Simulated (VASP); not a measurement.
# HfN (WC type) (P-6m2) in VASP: further runs

The runs below take HfN (WC type) through single point, relaxation of cell and atoms, with PBE.

Program: VASP 6.6.1. These are calculated values, not measurements. Logs are shortened: lines on timing, memory, paths and dates and some standing lists are left out, and cuts for length are marked.

## 1. The cell of the first run

Symmetry: P-6m2, No. 187, hexagonal system. Conventional cell: a = 2.684 Å, b = 2.684 Å, c = 2.630 Å, α = 90.00°, β = 90.00°, γ = 120.00°. Within 2.7 Å of Hf (site symmetry -6m2) lie 6 N at 2.03 Å and 8 Hf at 2.63 to 2.68 Å. N (site symmetry -6m2) has 6 Hf at 2.03 Å and 8 N at 2.63 to 2.68 Å within 2.7 Å.

## 2. Single point, PBE

INCAR reads:

```
  ALGO = Normal
  EDIFF = 1E-7
  ENCUT = 520
  GGA = PE
  ISIF = 2
  ISMEAR = -1
  LASPH = T
  LCHARG = F
  LREAL = F
  LWAVE = F
  NBANDS = 14
  NELM = 100
  PREC = Accurate
  SIGMA = 0.08
```

KPOINTS reads:

```
k-points
0
Gamma
  17 17 15
```

POSCAR reads:

```
HfN
1.0
    2.6839104143      0.0000000000      0.0000000000
   -1.3419552072      2.3243346002      0.0000000000
    0.0000000000      0.0000000000      2.6295043089
Hf N
1 1
Direct
    0.0000000000      0.0000000000      0.0000000000
    0.3333333333      0.6666666667      0.5000000000
```

Potentials or basis: VASP PAW PBE potentials, release 64 (Hf_pv, N).

Launch:

```
$ cat potpaw_PBE.64/Hf_pv/POTCAR potpaw_PBE.64/N/POTCAR > POTCAR
$ mpirun -np 1 vasp_std > vasp.out
```

OUTCAR:

```text
EDIFF = 1E-7
   ENCUT = 520
   GGA = PE
   ISIF = 2
   ISMEAR = -1
   LASPH = T
   LREAL = F
   NELM = 100
   PREC = Accurate

 ion  position               nearest neighbor table
   1  0.000  0.000  0.000-   2 2.03   2 2.03   2 2.03   2 2.03   2 2.03   2 2.03
   2  0.333  0.667  0.500-   1 2.03   1 2.03   1 2.03   1 2.03   1 2.03   1 2.03

  LATTYP: Found a hexagonal cell.
 ALAT       =     2.6839104143
 C/A-ratio  =     0.9797287923

  Lattice vectors:

 A1 = (   2.6839104143,   0.0000000000,   0.0000000000)
 A2 = (  -1.3419552072,   2.3243346002,   0.0000000000)
 A3 = (   0.0000000000,   0.0000000000,   2.6295043089)

Analysis of symmetry for initial positions (statically):
=====================================================================
 Subroutine PRICEL returns:
 Original cell was already a primitive cell.

 Routine SETGRP: Setting up the symmetry group for a
 hexagonal supercell.

 Subroutine GETGRP returns: Found 12 space group operations
 (whereof 12 operations were pure point group operations)
 out of a pool of 24 trial point group operations.

The static configuration has the point symmetry D_3h.

Analysis of symmetry for dynamics (positions and initial velocities):
=====================================================================
 Subroutine PRICEL returns:
 Original cell was already a primitive cell.

 Routine SETGRP: Setting up the symmetry group for a
 hexagonal supercell.

 Subroutine GETGRP returns: Found 12 space group operations
 (whereof 12 operations were pure point group operations)
 out of a pool of 24 trial point group operations.

The dynamic configuration has the point symmetry D_3h.

 Subroutine INISYM returns: Found 12 space group operations
 (whereof 12 operations are pure point group operations),
 and found     1 'primitive' translations

----------------------------------------------------------------------------------------

                                     Primitive cell

  volume of cell :      16.4037

  direct lattice vectors                    reciprocal lattice vectors
     2.683910414  0.000000000  0.000000000     0.372590678  0.215115328  0.000000000
    -1.341955207  2.324334600  0.000000000     0.000000000  0.430230656  0.000000000
     0.000000000  0.000000000  2.629504309     0.000000000  0.000000000  0.380299814

  length of vectors
     2.683910414  2.683910414  2.629504309     0.430230656  0.430230656  0.380299814

  position of ions in fractional coordinates (direct lattice)
     0.000000000  0.000000000  0.000000000
     0.333333333  0.666666667  0.500000000

  ion indices of the primitive-cell ions
   primitive index   ion index
                 1           1
                 2           2

----------------------------------------------------------------------------------------

 KPOINTS: k-points

Automatic generation of k-mesh.
 Grid dimensions read from file:
 generate k-points for:   17   17   15

 Generating k-lattice:

  Cartesian coordinates                     Fractional coordinates (reciprocal lattice)
     0.021917099  0.012653843  0.000000000     0.058823529  0.000000000  0.000000000
     0.000000000  0.025307686  0.000000000     0.000000000  0.058823529  0.000000000
     0.000000000  0.000000000  0.025353321     0.000000000  0.000000000  0.066666667

  Length of vectors
     0.025307686  0.025307686  0.025353321

  Shift w.r.t. Gamma in fractional coordinates (k-lattice)
     0.000000000  0.000000000  0.000000000

 Subroutine IBZKPT returns following result:
 ===========================================

 Found    264 irreducible k-points:

 Following reciprocal coordinates:
            Coordinates               Weight
  0.000000  0.000000  0.000000      1.000000
  0.058824  0.000000  0.000000      6.000000
  0.117647 -0.000000  0.000000      6.000000
  0.176471  0.000000  0.000000      6.000000
  0.235294 -0.000000  0.000000      6.000000
  0.294118  0.000000  0.000000      6.000000
[... 16 lines left out ...]
  0.411765  0.117647  0.000000     12.000000
  0.176471  0.176471  0.000000      6.000000
 [... further k-points ...]
   k-points           NKPTS =    264   k-points in BZ     NKDIM =    264   number of bands    NBANDS=     14
   number of dos      NEDOS =    301   number of ions     NIONS =      2
   total plane-waves  NPLWV =   8000
   dimension x,y,z NGX =    20 NGY =   20 NGZ =   20
   dimension x,y,z NGXF=    40 NGYF=   40 NGZF=   40
   ions per type =               1   1
   NGX,Y,Z   is equivalent  to a cutoff of  12.39, 12.39, 12.64 a.u.
   NGXF,Y,Z  is equivalent  to a cutoff of  24.78, 24.78, 25.29 a.u.
 SYSTEM =  unknown system
   PREC   = accura    normal or accurate (medium, high low for compatibility)
   ISTART =      0    job   : 0-new  1-cont  2-samecut
   ICHARG =      2    charge: 1-file 2-atom 10-const
   ISPIN  =      1    spin polarized calculation?
   LNONCOLLINEAR =      F non collinear calculations
   LSORBIT =      F    spin-orbit coupling
   LASPH  =      T    aspherical Exc in radial PAW
   ENCUT  =  520.0 eV  38.22 Ry    6.18 a.u.   4.99  4.99  4.89*2*pi/ulx,y,z
   NELM   =    100;   NELMIN=  2; NELMDL= -5     # of ELM steps
   EDIFF  = 0.1E-06   stopping-criterion for ELM
   LREAL  =      F    real-space projection
   EDIFFG = 0.1E-05   stopping-criterion for IOM
   NSW    =      0    number of steps for IOM
   IBRION =     -1    ionic relax: 0-MD 1-quasi-New 2-CG
   NFREE  =      0    steps in history (QN), initial steepest desc. (CG)
   ISIF   =      2    stress and relaxation
   ISYM   =      2    0-nonsym 1-usesym 2-fastsym
   POTIM  = 0.5000    time-step for ionic-motion
   TEBEG  =    0.0;   TEEND  =   0.0 temperature during run
   PSTRESS=    0.0 pullay stress
   NELECT =      15.0000    total number of electrons
   NUPDOWN=      -1.0000    fix difference up-down
   EMIN   =  10.00;   EMAX   =-10.00  energy-range for DOS
   EFERMI =   0.00;   METHOD = LEGACY
   ISMEAR =    -1;   SIGMA  =   0.08  broadening in eV -4-tet -1-fermi 0-gaus
   EFERMI_NEDOS =   21; number of points for ismear=-14 and -15
   IALGO  =     38    algorithm
   IMIX   =      4    mixing-type and parameters
     AMIX     =   0.40;   BMIX     =  1.00
     AMIX_MAG =   1.60;   BMIX_MAG =  1.00
  volume/ion in A,a.u.               =       8.20        55.35
  Fermi-wavevector in a.u.,A,eV,Ry     =   1.589004  3.002783 34.353821  2.524935
  Thomas-Fermi vector in A             =   2.687921
   LORBIT       =      0    0 simple, 1 ext, 2 COOP (PROOUT), +10 PAW based schemes
   GGA     = PE    functional components
   LHFCALC =     F    Hartree Fock is set to
   AEXX    =    0.0000 exact exchange contribution
   IVDW    =     0    specifies the selected vdW correction
   LEPSILON=     F    determine dielectric tensor
   LRPA    =     F    only Hartree local field effects (RPA)
 non-spin polarized calculation
  energy-cutoff  :      520.00
  volume of cell :       16.40
 maximum number of plane-waves:       453
 NGX is ok and might be reduce to    20
   NGX =  9   NGY =  9   NGZ =  9

 number of electron      14.9999997 magnetization

 Free energy of the ion-electron system (eV)
  ---------------------------------------------------
  ext. energy  EPLUGINS =         0.00000000
  ---------------------------------------------------
  free energy    TOTEN  =       -17.55994371 eV

  energy without entropy =      -17.54353578  energy(sigma->0) =      -17.55173975

 E-fermi :  10.6683     XC(G=0): -14.5923

 val. band max:       10.6653471348   @ k =   0.2353   0.2353   0.1333
 cond. band min:      10.7128017547   @ k =   0.2353   0.1176   0.2667
 fundamental gap:      0.0474546199
 Fermi energy:        10.6682708678

 k-point     1 :       0.0000    0.0000    0.0000
  band No.  band energies     occupation
      1     -18.2977      2.00000
      2     -18.0608      2.00000
      3     -18.0608      2.00000
      4      -7.6969      2.00000
      5       6.1299      2.00000
      6       6.1299      2.00000
      7       6.7806      2.00000
      8       9.0764      2.00000
      9      16.0598      0.00000
     10      17.6285      0.00000
     11      17.6285      0.00000
     12      19.4340      0.00000
     13      19.4340      0.00000
     14      25.3672      0.00000

 k-point     2 :       0.0588    0.0000    0.0000
  band No.  band energies     occupation
      1     -18.2794      2.00000
      2     -18.2142      2.00000
      3     -18.0879      2.00000
      4      -7.5432      2.00000
      5       5.8787      2.00000
      6       6.2290      2.00000
      7       6.9474      2.00000
      8       8.9124      2.00000
      9      16.3114      0.00000
     10      17.5315      0.00000
     11      17.6433      0.00000
     12      19.3587      0.00000
     13      19.5374      0.00000
     14      25.3681      0.00000

 k-point     3 :       0.1176   -0.0000    0.0000
  band No.  band energies     occupation
      1     -18.6305      2.00000
      2     -18.2268      2.00000
      3     -18.1648      2.00000
      4      -7.1249      2.00000
      5       5.2798      2.00000
      6       6.5091      2.00000
      7       7.3769      2.00000
      8       8.4675      2.00000
      9      16.3253      0.00000
     10      17.7087      0.00000
     11      17.9509      0.00000
     12      19.1495      0.00000
     13      19.7777      0.00000
     14      25.3700      0.00000

 k-point     4 :       0.1765    0.0000    0.0000
  band No.  band energies     occupation
      1     -19.2080      2.00000
      2     -18.2791      2.00000
      3     -18.1459      2.00000
      4      -6.5404      2.00000
      5       4.5544      2.00000
      6       6.9212      2.00000
      7       7.8501      2.00000
      8       7.9590      2.00000
      9      15.7540      0.00000
     10      17.8800      0.00000
     11      18.8493      0.00000
     12      19.2033      0.00000
     13      20.0005      0.00000
     14      25.3730      0.00000

 k-point     5 :       0.2353   -0.0000    0.0000
  band No.  band energies     occupation
      1     -19.8388      2.00000
      2     -18.4135      2.00000
      3     -18.0466      2.00000
      4      -5.8947      2.00000
      5       3.8672      2.00000
      6       7.1739      2.00000
      7       7.3918      2.00000
      8       8.4805      2.00000
      9      15.3383      0.00000
     10      18.2236      0.00000
     11      18.5109      0.00000
[... 276 lines left out ...]
 k-point    22 :       0.3529    0.1176    0.0000
  band No.  band energies     occupation
      1     -21.1915      2.00000
      2     -19.0693      2.00000
      3     -17.7504      2.00000
      4      -4.0775      2.00000
      5       2.8946      2.00000
      6       5.5935      2.00000
      7       7.3162      2.00000
      8       9.3221      2.00000
      9      16.1649      0.00000
     10      16.2029      0.00000
     11      20.0143      0.00000
     12      21.5115      0.00000
     13      24.3703      0.00000
     14      25.3917      0.00000

 k-point    23 :       0.4118    0.1176    0.0000
  band No.  band energies     occupation
      1     -21.3487      2.00000
      2     -19.1345      2.00000
      3     -17.7130      2.00000
      4      -3.8727      2.00000
      5       2.8515      2.00000
      6       5.4178      2.00000
      7       7.1137      2.00000
      8       9.3512      2.00000
      9      15.9759      0.00000
     10      17.3701      0.00000
     11      19.2962      0.00000
     12      21.5285      0.00000
     13      25.2952      0.00000
     14      25.5766      0.00000

 k-point    24 :       0.1765    0.1765    0.0000
  band No.  band energies     occupation
      1     -20.3713      2.00000
      2     -18.8367      2.00000
      3     -17.9182      2.00000
      4      -5.0174      2.00000
      5       3.4254      2.00000
      6       6.4685      2.00000
      7       7.4449      2.00000
      8       9.2049      2.00000
      9      14.3805      0.00000
     10      16.8448      0.00000
     11      19.5787      0.00000
     12      21.6209      0.00000
     13      22.2083      0.00000
     14      25.3880      0.00000

 [... further k-points ...]
[... 5 lines left out ...]
  --------------------------------------------------------------------------------------
  -------------------------------------------------------------------------------------
  Total       20.2844932     20.2844932     20.2564308     -0.0000000     -0.0000000      0.0000000
  in kB     1981.2267968   1981.2267967   1978.4858943     -0.0000000     -0.0000000      0.0000000
  external PRESSURE =    1980.3131626 kB  Pullay stress =       0.0000000 kB

 VOLUME and BASIS-vectors are now :
 -----------------------------------------------------------------------------
  energy-cutoff  :      520.00
  volume of cell :       16.40
      direct lattice vectors                 reciprocal lattice vectors
     2.683910414  0.000000000  0.000000000     0.372590678  0.215115328  0.000000000
    -1.341955207  2.324334600  0.000000000     0.000000000  0.430230656  0.000000000
     0.000000000  0.000000000  2.629504309     0.000000000  0.000000000  0.380299814

 POSITION                                       TOTAL-FORCE (eV/Angst)
 -----------------------------------------------------------------------------------
      0.00000      0.00000      0.00000         0.000000      0.000000      0.000000
     -0.00000      1.54956      1.31475        -0.000000      0.000000      0.000000
 -----------------------------------------------------------------------------------
    total drift:                               -0.000000      0.000000     -0.000000

  FREE ENERGIE OF THE ION-ELECTRON SYSTEM (eV)
  ---------------------------------------------------
  free  energy   TOTEN  =       -17.5599437130 eV

  energy  without entropy=      -17.5435357823  energy(sigma->0) =      -17.55173975
```

It took 34 s on 1 thread of Intel Xeon 6975P-C, shared host; peak memory 0.18 GiB.

What came out:

- Free energy: -17.5599 eV
- Pressure: 198.0 GPa

Levels at points of the mesh, in eV from the Fermi level:
```csv
k point,band 4,band 5,band 6,band 7,band 8,band 9,band 10,band 11,band 12,band 13
"(0.00, 0.00, 0.00)",-18.37,-4.54,-4.54,-3.89,-1.59,5.39,6.96,6.96,8.77,8.77
```

Caveat: spin-orbit coupling is left out, which moves the levels of the heavy elements.

(Part 1 of 2 ends here.)
